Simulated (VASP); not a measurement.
# TaN (P-62m) in VASP: further runs

TaN is run at these levels: r2SCAN+rVV10; tasks: single point.

Program: VASP 6.6.1. These are calculated values, not measurements. Logs are shortened: lines on timing, memory, paths and dates and some standing lists are left out, and cuts for length are marked.

## 1. The cell of the first run

The structure is hexagonal, space group P-62m (No. 189). Conventional cell: a = 5.208 Å, b = 5.208 Å, c = 2.915 Å, α = 90.00°, β = 90.00°, γ = 120.00°. Ta (site symmetry -62m) has 3 N at 2.04 Å within 2.7 Å. Ta (site symmetry -6) has 6 N at 2.17 Å and 5 Ta at 2.91 to 3.01 Å within 3.1 Å. Within 2.8 Å of N (site symmetry m2m) lie 5 Ta at 2.04 to 2.17 Å and 4 N at 2.78 Å.

## 2. Single point, r2SCAN+rVV10

POSCAR

```
TaN
1.0
    5.2084955000      0.0000000000      0.0000000000
   -2.6042477500      4.5106894200      0.0000000000
    0.0000000000      0.0000000000      2.9147477500
Ta N
3 3
Direct
    0.0000000000      0.0000000000      0.0000000000
    0.3333333300      0.6666666700      0.5000000000
    0.6666666700      0.3333333300      0.5000000000
    0.3923921700      0.0000000000      0.0000000000
    0.6076078300      0.6076078300      0.0000000000
    0.0000000000      0.3923921700      0.0000000000
```

INCAR.step1

```
  PREC = Accurate
  ENCUT = 660
  ISMEAR = 0
  SIGMA = 0.1
  LREAL = False
  LASPH = True
  NELM = 120
  NBANDS = 33
  GGA = PE
  ALGO = Normal
  EDIFF = 1E-5
  LWAVE = True
  LCHARG = False
  GGA_COMPAT = False
```

INCAR.step2

```
  PREC = Accurate
  ENCUT = 660
  EDIFF = 1E-6
  ISMEAR = 0
  SIGMA = 0.1
  LREAL = False
  LASPH = True
  NELM = 120
  ALGO = Normal
  ISIF = 2
  LWAVE = False
  LCHARG = False
  METAGGA = R2SCAN
  LMIXTAU = True
  LUSE_VDW = True
  IVDW_NL = 2
  BPARAM = 11.95
  CPARAM = 0.0093
  NBANDS = 33
  ISTART = 1
  GGA_COMPAT = False
```

KPOINTS

```
Automatic mesh
0
Gamma
  6 6 6
```

Potentials or basis: VASP PAW PBE potentials, release 64 (Ta_pv, N).

Launch:

```console
cat potpaw_PBE.64/Ta_pv/POTCAR potpaw_PBE.64/N/POTCAR > POTCAR
cp INCAR.step1 INCAR
mpirun -np 1 vasp_std > vasp.out
cp INCAR.step2 INCAR
mpirun -np 1 vasp_std > vasp.out
```

OUTCAR:

```text
PREC = Accurate
   ENCUT = 660
   EDIFF = 1E-6
   ISMEAR = 0
   LREAL = False
   LASPH = True
   NELM = 120
   ISIF = 2
   METAGGA = R2SCAN
   IVDW_NL = 2
   BPARAM = 11.95
   ISTART = 1

 ion  position               nearest neighbor table
   1  0.000  0.000  0.000-   4 2.04   5 2.04   6 2.04   3 3.34   2 3.34   2 3.34   3 3.34   3 3.34
                             3 3.34   2 3.34   2 3.34   3 3.34   3 3.34   2 3.34   2 3.34
   2  0.333  0.667  0.500-   4 2.17   4 2.17   6 2.17   6 2.17   5 2.17   5 2.17   3 3.01   3 3.01
                             3 3.01   1 3.34   1 3.34   1 3.34   1 3.34   1 3.34   1 3.34
   3  0.667  0.333  0.500-   6 2.17   6 2.17   4 2.17   4 2.17   5 2.17   5 2.17   2 3.01   2 3.01
                             2 3.01   1 3.34   1 3.34   1 3.34   1 3.34   1 3.34   1 3.34
   4  0.392  0.000  0.000-   1 2.04   2 2.17   2 2.17   3 2.17   3 2.17
   5  0.608  0.608  0.000-   1 2.04   2 2.17   2 2.17   3 2.17   3 2.17
   6  0.000  0.392  0.000-   1 2.04   3 2.17   3 2.17   2 2.17   2 2.17

  LATTYP: Found a hexagonal cell.
 ALAT       =     5.2084955000
 C/A-ratio  =     0.5596141439

  Lattice vectors:

 A1 = (   5.2084955000,   0.0000000000,   0.0000000000)
 A2 = (  -2.6042477500,   4.5106894200,   0.0000000000)
 A3 = (   0.0000000000,   0.0000000000,   2.9147477500)

Analysis of symmetry for initial positions (statically):
=====================================================================
 Subroutine PRICEL returns:
 Original cell was already a primitive cell.

 Routine SETGRP: Setting up the symmetry group for a
 hexagonal supercell.

 Subroutine GETGRP returns: Found 12 space group operations
 (whereof 12 operations were pure point group operations)
 out of a pool of 24 trial point group operations.

The static configuration has the point symmetry D_3h.

Analysis of symmetry for dynamics (positions and initial velocities):
=====================================================================
 Subroutine PRICEL returns:
 Original cell was already a primitive cell.

 Routine SETGRP: Setting up the symmetry group for a
 hexagonal supercell.

 Subroutine GETGRP returns: Found 12 space group operations
 (whereof 12 operations were pure point group operations)
 out of a pool of 24 trial point group operations.

The dynamic configuration has the point symmetry D_3h.

 Subroutine INISYM returns: Found 12 space group operations
 (whereof 12 operations are pure point group operations),
 and found     1 'primitive' translations

----------------------------------------------------------------------------------------

                                     Primitive cell

  volume of cell :      68.4788

  direct lattice vectors                    reciprocal lattice vectors
     5.208495500  0.000000000  0.000000000     0.191994022  0.110847800  0.000000000
    -2.604247750  4.510689420  0.000000000     0.000000000  0.221695601  0.000000000
     0.000000000  0.000000000  2.914747750     0.000000000  0.000000000  0.343082862

  length of vectors
     5.208495500  5.208495501  2.914747750     0.221695601  0.221695601  0.343082862

  position of ions in fractional coordinates (direct lattice)
     0.000000000  0.000000000  0.000000000
     0.333333330  0.666666670  0.500000000
     0.666666670  0.333333330  0.500000000
     0.392392170  0.000000000  0.000000000
     0.607607830  0.607607830  0.000000000
     0.000000000  0.392392170  0.000000000

  ion indices of the primitive-cell ions
   primitive index   ion index
                 1           1
                 2           2
                 3           3
                 4           4
                 5           5
                 6           6

----------------------------------------------------------------------------------------

 KPOINTS: Automatic mesh

Automatic generation of k-mesh.
 Grid dimensions read from file:
 generate k-points for:    6    6    6

 Generating k-lattice:

  Cartesian coordinates                     Fractional coordinates (reciprocal lattice)
     0.031999004  0.018474633  0.000000000     0.166666667  0.000000000  0.000000000
     0.000000000  0.036949267  0.000000000     0.000000000  0.166666667  0.000000000
     0.000000000  0.000000000  0.057180477     0.000000000  0.000000000  0.166666667

  Length of vectors
     0.036949267  0.036949267  0.057180477

  Shift w.r.t. Gamma in fractional coordinates (k-lattice)
     0.000000000  0.000000000  0.000000000

 Subroutine IBZKPT returns following result:
 ===========================================

 Found     28 irreducible k-points:

 Following reciprocal coordinates:
            Coordinates               Weight
  0.000000  0.000000  0.000000      1.000000
  0.166667  0.000000  0.000000      6.000000
  0.333333  0.000000  0.000000      6.000000
  0.500000  0.000000  0.000000      3.000000
  0.166667  0.166667  0.000000      6.000000
  0.333333  0.166667  0.000000     12.000000
[... 16 lines left out ...]
  0.166667  0.000000  0.500000      6.000000
  0.333333  0.000000  0.500000      6.000000
 [... further k-points ...]
   k-points           NKPTS =     28   k-points in BZ     NKDIM =     28   number of bands    NBANDS=     33
   number of dos      NEDOS =    301   number of ions     NIONS =      6
   total plane-waves  NPLWV =  55296
   dimension x,y,z NGX =    48 NGY =   48 NGZ =   24
   dimension x,y,z NGXF=    96 NGYF=   96 NGZF=   48
   ions per type =               3   3
   NGX,Y,Z   is equivalent  to a cutoff of  15.32, 15.32, 13.69 a.u.
   NGXF,Y,Z  is equivalent  to a cutoff of  30.64, 30.64, 27.38 a.u.
 SYSTEM =  unknown system
   PREC   = accura    normal or accurate (medium, high low for compatibility)
   ISTART =      1    job   : 0-new  1-cont  2-samecut
   ICHARG =      0    charge: 1-file 2-atom 10-const
   ISPIN  =      1    spin polarized calculation?
   LNONCOLLINEAR =      F non collinear calculations
   LSORBIT =      F    spin-orbit coupling
   LASPH  =      T    aspherical Exc in radial PAW
   ENCUT  =  660.0 eV  48.51 Ry    6.96 a.u.  10.91 10.91  6.11*2*pi/ulx,y,z
   NELM   =    120;   NELMIN=  2; NELMDL=  0     # of ELM steps
   EDIFF  = 0.1E-05   stopping-criterion for ELM
   LREAL  =      F    real-space projection
   EDIFFG = 0.1E-04   stopping-criterion for IOM
   NSW    =      0    number of steps for IOM
   IBRION =     -1    ionic relax: 0-MD 1-quasi-New 2-CG
   NFREE  =      0    steps in history (QN), initial steepest desc. (CG)
   ISIF   =      2    stress and relaxation
   ISYM   =      2    0-nonsym 1-usesym 2-fastsym
   POTIM  = 0.5000    time-step for ionic-motion
   TEBEG  =    0.0;   TEEND  =   0.0 temperature during run
   PSTRESS=    0.0 pullay stress
   NELECT =      48.0000    total number of electrons
   NUPDOWN=      -1.0000    fix difference up-down
   EMIN   =  10.00;   EMAX   =-10.00  energy-range for DOS
   EFERMI =   0.00;   METHOD = LEGACY
   ISMEAR =     0;   SIGMA  =   0.10  broadening in eV -4-tet -1-fermi 0-gaus
   EFERMI_NEDOS =   21; number of points for ismear=-14 and -15
   IALGO  =     38    algorithm
   IMIX   =      4    mixing-type and parameters
     AMIX     =   0.40;   BMIX     =  1.00
     AMIX_MAG =   1.60;   BMIX_MAG =  1.00
  volume/ion in A,a.u.               =      11.41        77.02
  Fermi-wavevector in a.u.,A,eV,Ry     =   1.454241  2.748118 28.773847  2.114818
  Thomas-Fermi vector in A             =   2.571415
   LORBIT       =      0    0 simple, 1 ext, 2 COOP (PROOUT), +10 PAW based schemes
   METAGGA = R2SCAN    functional components
   LHFCALC =     F    Hartree Fock is set to
   AEXX    =    0.0000 exact exchange contribution
   IVDW_NL    =     2    kernel type
   BPARAM     =11.9500
   IVDW    =     0    specifies the selected vdW correction
   LEPSILON=     F    determine dielectric tensor
   LRPA    =     F    only Hartree local field effects (RPA)
 non-spin polarized calculation
 Gauss-broadening in eV      SIGMA  =   0.10
  energy-cutoff  :      660.00
  volume of cell :       68.48
 maximum number of plane-waves:      2653
 NGX is ok and might be reduce to    48
   NGX = 21   NGY = 21   NGZ = 13

 number of electron      48.0000001 magnetization

 Free energy of the ion-electron system (eV)
  ---------------------------------------------------
  ext. energy  EPLUGINS =         0.00000000
  ---------------------------------------------------
  free energy    TOTEN  =      -180.56888581 eV

  energy without entropy =     -180.56546986  energy(sigma->0) =     -180.56717784

 E-fermi :   8.1537     XC(G=0): -13.9758

 val. band max:        8.1516822868   @ k =   0.1667   0.0000   0.3333
 cond. band min:       8.3608179361   @ k =   0.1667   0.0000   0.0000
 fundamental gap:      0.2091356493
 Fermi energy:         8.1537249014

 k-point     1 :       0.0000    0.0000    0.0000
  band No.  band energies     occupation
      1     -29.3259      2.00000
      2     -29.3259      2.00000
      3     -28.9620      2.00000
      4     -28.9620      2.00000
      5     -28.7828      2.00000
      6     -28.6738      2.00000
[... 25 lines left out ...]
     32      11.6003      0.00000
     33      11.6003      0.00000

 k-point     2 :       0.1667    0.0000    0.0000
  band No.  band energies     occupation
      1     -29.3478      2.00000
      2     -29.3177      2.00000
      3     -28.9473      2.00000
      4     -28.9341      2.00000
      5     -28.7759      2.00000
      6     -28.6801      2.00000
[... 25 lines left out ...]
     32      11.5869      0.00000
     33      11.8117      0.00000

 k-point     3 :       0.3333    0.0000    0.0000
  band No.  band energies     occupation
      1     -29.3852      2.00000
      2     -29.2712      2.00000
      3     -28.9718      2.00000
      4     -28.8843      2.00000
      5     -28.7585      2.00000
      6     -28.6964      2.00000
[... 25 lines left out ...]
     32      12.2906      0.00000
     33      12.3614      0.00000

 k-point     4 :       0.5000    0.0000    0.0000
  band No.  band energies     occupation
      1     -29.4017      2.00000
      2     -29.2170      2.00000
      3     -29.0299      2.00000
      4     -28.8611      2.00000
      5     -28.7447      2.00000
      6     -28.7097      2.00000
[... 25 lines left out ...]
     32      11.9814      0.00000
     33      12.7111      0.00000

 k-point     5 :       0.1667    0.1667    0.0000
  band No.  band energies     occupation
      1     -29.3671      2.00000
      2     -29.2971      2.00000
      3     -28.9620      2.00000
      4     -28.8933      2.00000
      5     -28.7636      2.00000
      6     -28.6916      2.00000
[... 604 lines left out ...]
 k-point    22 :       0.0000    0.0000    0.5000
  band No.  band energies     occupation
      1     -29.6395      2.00000
      2     -29.4387      2.00000
      3     -29.1718      2.00000
      4     -29.1718      2.00000
      5     -28.7937      2.00000
      6     -28.7937      2.00000
[... 25 lines left out ...]
     32      12.0683      0.00000
     33      12.5803      0.00000

 k-point    23 :       0.1667    0.0000    0.5000
  band No.  band energies     occupation
      1     -29.6336      2.00000
      2     -29.4512      2.00000
      3     -29.1795      2.00000
      4     -29.1543      2.00000
      5     -28.8238      2.00000
      6     -28.7856      2.00000
[... 25 lines left out ...]
     32      12.6653      0.00000
     33      12.7127      0.00000

 k-point    24 :       0.3333    0.0000    0.5000
  band No.  band energies     occupation
      1     -29.6146      2.00000
      2     -29.4835      2.00000
      3     -29.1941      2.00000
      4     -29.1189      2.00000
      5     -28.8725      2.00000
      6     -28.7703      2.00000
[... 25 lines left out ...]
     32      13.3378      0.00000
     33      13.6652      0.00000

 [... further k-points ...]

------------------------ aborting loop because EDIFF is reached ----------------------------------------

  FORCE on cell =-STRESS in cart. coord.  units (eV):
  Direction    XX          YY          ZZ          XY          YZ          ZX
  --------------------------------------------------------------------------------------
  -------------------------------------------------------------------------------------
  Total       -0.4120284     -0.4120284     -0.9563348      0.0000000      0.0000000      0.0000000
  in kB       -9.6400996     -9.6400996    -22.3750683      0.0000000      0.0000000      0.0000000
  external PRESSURE =     -13.8850892 kB  Pullay stress =       0.0000000 kB

 VOLUME and BASIS-vectors are now :
 -----------------------------------------------------------------------------
  energy-cutoff  :      660.00
  volume of cell :       68.48
      direct lattice vectors                 reciprocal lattice vectors
     5.208495500  0.000000000  0.000000000     0.191994022  0.110847800  0.000000000
    -2.604247750  4.510689420  0.000000000     0.000000000  0.221695601  0.000000000
     0.000000000  0.000000000  2.914747750     0.000000000  0.000000000  0.343082862

 POSITION                                       TOTAL-FORCE (eV/Angst)
 -----------------------------------------------------------------------------------
      0.00000      0.00000      0.00000         0.000000      0.000000     -0.000000
     -0.00000      3.00713      1.45737         0.000000      0.000000     -0.000000
      2.60425      1.50356      1.45737         0.000000     -0.000000     -0.000000
      2.04377      0.00000      0.00000         0.004331     -0.000000      0.000000
      1.58236      2.74073      0.00000        -0.002165     -0.003751      0.000000
     -1.02189      1.76996      0.00000        -0.002165      0.003751     -0.000000
 -----------------------------------------------------------------------------------
    total drift:                                0.000000      0.000000      0.000000

  FREE ENERGIE OF THE ION-ELECTRON SYSTEM (eV)
  ---------------------------------------------------
  free  energy   TOTEN  =      -180.5688858098 eV

  energy  without entropy=     -180.5654698612  energy(sigma->0) =     -180.56717784
```

Run time: 7.9 min. Hardware: 1 thread of Oxide Virtual Turin-like, shared host; peak memory 0.45 GiB.

Results:

```
Free energy            : -180.5689 eV
Pressure               : -1.4 GPa
Largest force          : 0.004 eV/Å
Band gap on the k mesh : zero (bands 24 and 25 overlap by 2.94 eV)
```

Forces in eV/Å, atoms in the order of the input:
```
Ta   0.000  0.000  0.000
Ta   0.000  0.000  0.000
Ta   0.000  0.000  0.000
N    0.004  0.000  0.000
N   -0.002 -0.004  0.000
N   -0.002  0.004  0.000
```

Stress tensor (GPa, compression positive):
```
-0.96  0.00  0.00
 0.00 -0.96  0.00
 0.00  0.00 -2.24
```

Levels at points of the mesh, in eV from the Fermi level:
```tsv
k point	band 21	band 22	band 23	band 24	band 25	band 26	band 27	band 28
(0.00, 0.00, 0.00)	-4.48	-3.46	-1.88	-0.85	-0.85	0.84	0.84	1.99
(0.50, 0.00, 0.00)	-4.06	-4.04	-2.87	-2.61	1.43	2.05	2.17	2.69
(0.00, 0.00, 0.50)	-4.51	-2.90	-2.90	2.08	2.10	2.10	2.50	2.50
(0.50, 0.00, 0.50)	-4.16	-3.28	-2.02	-0.87	0.65	1.66	3.48	3.59
```

Caveat: the PAW data sets were made with another functional, which shifts forces and pressure a little; spin-orbit coupling is left out, which moves the levels of the heavy elements.

(Part 1 of 2 ends here.)

The gap in the log of VASP goes by the Fermi energy; the results here count the filled bands.